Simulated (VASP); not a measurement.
# SiO2 in VASP: further runs, part 2 of 2

VASP 6.6.1. The steps go on from the part before.

## 5. Single point, PBE+D3(BJ)

This run uses another cell than the first one.

INCAR reads:

```
  ALGO = Normal
  DIPOL = 0.5 0.5 0.293
  EDIFF = 1E-7
  ENCUT = 520
  GGA = PE
  IDIPOL = 3
  ISIF = 2
  ISMEAR = 0
  IVDW = 12
  LASPH = True
  LCHARG = False
  LDIPOL = True
  LREAL = False
  LWAVE = False
  NBANDS = 25
  NELM = 80
  PREC = Accurate
  SIGMA = 0.1
```

KPOINTS reads:

```
k-points
0
Gamma
  6 6 1
```

POSCAR reads:

```
SiO2
1.0
    3.3350417848      0.0000000000      0.0000000000
    0.0000000000      3.3350417848      0.0000000000
    0.0000000000      0.0000000000     30.7163372800
Si O
2 4
Direct
    0.0000000000      0.0000000000      0.2389182532
    0.0000000000      0.0000000000      0.3473400302
    0.0000000000      0.5000000000      0.2375279441
    0.5000000000      0.0000000000      0.2375279441
    0.0000000000      0.5000000000      0.3487256636
    0.5000000000      0.0000000000      0.3487256636
```

Potentials or basis: VASP PAW PBE potentials, release 64 (Si, O).

Started as:

```sh
$ cat potpaw_PBE.64/Si/POTCAR potpaw_PBE.64/O/POTCAR > POTCAR
$ mpirun -np 1 vasp_std > vasp.out
```

OUTCAR:

```text
EDIFF = 1E-7
   ENCUT = 520
   GGA = PE
   ISIF = 2
   ISMEAR = 0
   IVDW = 12
   LASPH = True
   LREAL = False
   NELM = 80
   PREC = Accurate
 IVDW          = 12

 ion  position               nearest neighbor table
   1  0.000  0.000  0.239-   3 1.67   4 1.67   3 1.67   4 1.67
   2  0.000  0.000  0.347-   5 1.67   6 1.67   5 1.67   6 1.67
   3  0.000  0.500  0.238-   1 1.67   1 1.67
   4  0.500  0.000  0.238-   1 1.67   1 1.67
   5  0.000  0.500  0.349-   2 1.67   2 1.67
   6  0.500  0.000  0.349-   2 1.67   2 1.67

  LATTYP: Found a simple tetragonal cell.
 ALAT       =     3.3350417848
 C/A-ratio  =     9.2101806400

  Lattice vectors:

 A1 = (   3.3350417848,   0.0000000000,   0.0000000000)
 A2 = (   0.0000000000,   3.3350417848,   0.0000000000)
 A3 = (   0.0000000000,   0.0000000000,  30.7163372800)

Analysis of symmetry for initial positions (statically):
=====================================================================
 Subroutine PRICEL returns:
 Original cell was already a primitive cell.

 Routine SETGRP: Setting up the symmetry group for a
 simple tetragonal supercell.

 Subroutine GETGRP returns: Found 16 space group operations
 (whereof  8 operations were pure point group operations)
 out of a pool of 16 trial point group operations.

The static configuration has the point symmetry C_4v.
 The point group associated with its full space group is D_4h.

Analysis of symmetry for dynamics (positions and initial velocities):
=====================================================================
 Subroutine PRICEL returns:
 Original cell was already a primitive cell.

 Routine SETGRP: Setting up the symmetry group for a
 simple tetragonal supercell.

 Subroutine GETGRP returns: Found 16 space group operations
 (whereof  8 operations were pure point group operations)
 out of a pool of 16 trial point group operations.

The dynamic configuration has the point symmetry C_4v.
 The point group associated with its full space group is D_4h.

 Subroutine INISYM returns: Found 16 space group operations
 (whereof  8 operations are pure point group operations),
 and found     1 'primitive' translations

----------------------------------------------------------------------------------------

                                     Primitive cell

  volume of cell :     341.6426

  direct lattice vectors                    reciprocal lattice vectors
     3.335041785  0.000000000  0.000000000     0.299846318  0.000000000  0.000000000
     0.000000000  3.335041785  0.000000000     0.000000000  0.299846318  0.000000000
     0.000000000  0.000000000 30.716337280     0.000000000  0.000000000  0.032555965

  length of vectors
     3.335041785  3.335041785 30.716337280     0.299846318  0.299846318  0.032555965

  position of ions in fractional coordinates (direct lattice)
     0.000000000  0.000000000  0.238918253
     0.000000000  0.000000000  0.347340030
     0.000000000  0.500000000  0.237527944
     0.500000000  0.000000000  0.237527944
     0.000000000  0.500000000  0.348725664
     0.500000000  0.000000000  0.348725664

  ion indices of the primitive-cell ions
[... 44 lines left out ...]
  0.500000  0.333333  0.000000      4.000000
  0.500000  0.500000  0.000000      1.000000
   k-points           NKPTS =     10   k-points in BZ     NKDIM =     10   number of bands    NBANDS=     25
   number of dos      NEDOS =    301   number of ions     NIONS =      6
   total plane-waves  NPLWV = 188160
   dimension x,y,z NGX =    28 NGY =   28 NGZ =  240
   dimension x,y,z NGXF=    56 NGYF=   56 NGZF=  480
   ions per type =               2   4
   NGX,Y,Z   is equivalent  to a cutoff of  13.96, 13.96, 12.99 a.u.
   NGXF,Y,Z  is equivalent  to a cutoff of  27.92, 27.92, 25.98 a.u.
 SYSTEM =  unknown system
   PREC   = accura    normal or accurate (medium, high low for compatibility)
   ISTART =      0    job   : 0-new  1-cont  2-samecut
   ICHARG =      2    charge: 1-file 2-atom 10-const
   ISPIN  =      1    spin polarized calculation?
   LNONCOLLINEAR =      F non collinear calculations
   LSORBIT =      F    spin-orbit coupling
   LASPH  =      T    aspherical Exc in radial PAW
   ENCUT  =  520.0 eV  38.22 Ry    6.18 a.u.   6.20  6.20 57.11*2*pi/ulx,y,z
   NELM   =     80;   NELMIN=  2; NELMDL= -5     # of ELM steps
   EDIFF  = 0.1E-06   stopping-criterion for ELM
   LREAL  =      F    real-space projection
   EDIFFG = 0.1E-05   stopping-criterion for IOM
   NSW    =      0    number of steps for IOM
   IBRION =     -1    ionic relax: 0-MD 1-quasi-New 2-CG
   NFREE  =      0    steps in history (QN), initial steepest desc. (CG)
   ISIF   =      2    stress and relaxation
   ISYM   =      2    0-nonsym 1-usesym 2-fastsym
   POTIM  = 0.5000    time-step for ionic-motion
   TEBEG  =    0.0;   TEEND  =   0.0 temperature during run
   PSTRESS=    0.0 pullay stress
   NELECT =      32.0000    total number of electrons
   NUPDOWN=      -1.0000    fix difference up-down
   EMIN   =  10.00;   EMAX   =-10.00  energy-range for DOS
   EFERMI =   0.00;   METHOD = LEGACY
   ISMEAR =     0;   SIGMA  =   0.10  broadening in eV -4-tet -1-fermi 0-gaus
   EFERMI_NEDOS =   21; number of points for ismear=-14 and -15
   IALGO  =     38    algorithm
   IMIX   =      4    mixing-type and parameters
     AMIX     =   0.40;   BMIX     =  1.00
     AMIX_MAG =   1.60;   BMIX_MAG =  1.00
  volume/ion in A,a.u.               =      56.94       384.25
  Fermi-wavevector in a.u.,A,eV,Ry     =   0.743477  1.404968  7.520728  0.552758
  Thomas-Fermi vector in A             =   1.838602
   LORBIT       =      0    0 simple, 1 ext, 2 COOP (PROOUT), +10 PAW based schemes
   GGA     = PE    functional components
   LHFCALC =     F    Hartree Fock is set to
   AEXX    =    0.0000 exact exchange contribution
   IVDW    =    12    specifies the selected vdW correction
   LEPSILON=     F    determine dielectric tensor
   LRPA    =     F    only Hartree local field effects (RPA)
 non-spin polarized calculation
 Gauss-broadening in eV      SIGMA  =   0.10
  energy-cutoff  :      520.00
  volume of cell :      341.64
 maximum number of plane-waves:      9248
 NGX is ok and might be reduce to    28
   NGX = 13   NGY = 13   NGZ =115

 dipolmoment           0.000000      0.000000     -0.000186 electrons x Angstroem

 number of electron      32.0000016 magnetization

 dipolmoment           0.000000      0.000000      0.001530 electrons x Angstroem

 Free energy of the ion-electron system (eV)
  ---------------------------------------------------
  ext. energy  EPLUGINS =         0.00000000
  ---------------------------------------------------
  free energy    TOTEN  =       -40.67862868 eV

  energy without entropy =      -40.67855189  energy(sigma->0) =      -40.67859029

 E-fermi :  -2.1052     XC(G=0):  -2.3695

 val. band max:       -2.3361501281   @ k =   0.5000   0.3333   0.0000
 cond. band min:      -1.8975464402   @ k =   0.5000   0.5000   0.0000
 fundamental gap:      0.4386036878
 Fermi energy:        -2.1052168059

 k-point     1 :       0.0000    0.0000    0.0000
  band No.  band energies     occupation
      1     -23.6177      2.00000
      2     -23.5332      2.00000
      3     -19.9647      2.00000
      4     -19.9323      2.00000
      5     -10.6049      2.00000
      6     -10.6049      2.00000
[... 269 lines left out ...]
     24       7.3644      0.00000
     25       7.3644      0.00000

------------------------ aborting loop because EDIFF is reached ----------------------------------------

 vacuum level on the upper side and lower side of the slab       (xc-potential included)         0.001        -0.024

 Edisp (eV)   -0.64034

 E8    (eV) :    -0.2293

  FORCE on cell =-STRESS in cart. coord.  units (eV):
  Direction    XX          YY          ZZ          XY          YZ          ZX
  --------------------------------------------------------------------------------------
  -------------------------------------------------------------------------------------
  Total      -0.04418    -0.04418     0.38426     0.00000     0.00000    -0.00000
  in kB      -0.20718    -0.20718     1.80203     0.00000     0.00000    -0.00000
  external pressure =        0.46 kB  Pullay stress =        0.00 kB

 VOLUME and BASIS-vectors are now :
 -----------------------------------------------------------------------------
  energy-cutoff  :      520.00
  volume of cell :      341.64
      direct lattice vectors                 reciprocal lattice vectors
     3.335041785  0.000000000  0.000000000     0.299846318  0.000000000  0.000000000
     0.000000000  3.335041785  0.000000000     0.000000000  0.299846318  0.000000000
     0.000000000  0.000000000 30.716337280     0.000000000  0.000000000  0.032555965

 POSITION                                       TOTAL-FORCE (eV/Angst)
 -----------------------------------------------------------------------------------
      0.00000      0.00000      7.33869         0.000000      0.000000     -0.338175
      0.00000      0.00000     10.66901         0.000000      0.000000      0.338175
      0.00000      1.66752      7.29599         0.000000      0.000000      0.094635
      1.66752      0.00000      7.29599         0.000000      0.000000      0.094635
      0.00000      1.66752     10.71158        -0.000000     -0.000000     -0.094635
      1.66752      0.00000     10.71158         0.000000      0.000000     -0.094635
 -----------------------------------------------------------------------------------
    total drift:                                0.000000      0.000000      0.530019

  FREE ENERGIE OF THE ION-ELECTRON SYSTEM (eV)
  ---------------------------------------------------
  free  energy   TOTEN  =       -41.3189642521 eV

  energy  without entropy=      -41.3188874604  energy(sigma->0) =      -41.31892586

 vacuum level on the upper side and lower side of the slab         1.735         1.711
```

It took 80 s on 1 thread of Intel Xeon 6975P-C (Granite Rapids), shared host; peak memory 0.46 GiB.

What came out:

| Item | Value |
| --- | --- |
| Free energy | -41.3190 eV |
| Largest force | 0.338 eV/Å |
| Band gap on the k mesh | zero (bands 16 and 17 overlap by 0.66 eV) |
| Dispersion energy per atom | -0.107 eV |

Forces in eV/Å, atoms in the order of the input:
```
Si   0.000  0.000 -0.338
Si   0.000  0.000  0.338
O    0.000  0.000  0.095
O    0.000  0.000  0.095
O    0.000  0.000 -0.095
O    0.000  0.000 -0.095
```

Levels at points of the mesh, in eV from the Fermi level:
```
           k point  band 12  band 13  band 14  band 15  band 16  band 17  band 18  band 19  band 20  band 21
(0.00, 0.00, 0.00)    -2.17    -1.51    -1.51    -1.48    -1.48    -0.45     1.37     3.40     3.66     3.92
(0.50, 0.00, 0.00)    -3.78    -3.10    -3.08    -3.03    -3.01     1.67     3.75     3.78     5.86     6.48
(0.50, 0.50, 0.00)    -4.09    -3.62    -3.62    -0.39     0.21     0.22     2.14     4.58     6.91     8.46
```

## 6. Overview

| cell | k mesh | gap on the mesh (eV) | largest force (eV/Å) |
| --- | --- | --- | --- |
| a = 3.793, b = 3.793, c = 18.000 Å, 6 atoms, atomic positions A | 4 × 4 × 1 | none | 0.23 |
| a = 3.335, b = 3.335, c = 30.716 Å, 6 atoms, atomic positions B | 4 × 4 × 1 | none | - |
| a = 3.334, b = 3.334, c = 30.716 Å, 6 atoms, atomic positions C | 6 × 6 × 1 | none | - |
| a = 3.335, b = 3.335, c = 30.716 Å, 6 atoms, atomic positions B | 6 × 6 × 1 | none | 0.34 |

Alike in all rows: task single point; level PBE+D3(BJ); potentials or basis VASP PAW PBE potentials, release 64 (Si, O); no spin polarisation; cutoff (eV) 520; smearing gaussian 0.1 eV.

Caveats: some runs use coarse meshes.

Total energies depend on the potentials used, so only differences within one code and one set of settings carry meaning.

The gap in the log of VASP goes by the Fermi energy; the results here count the filled bands.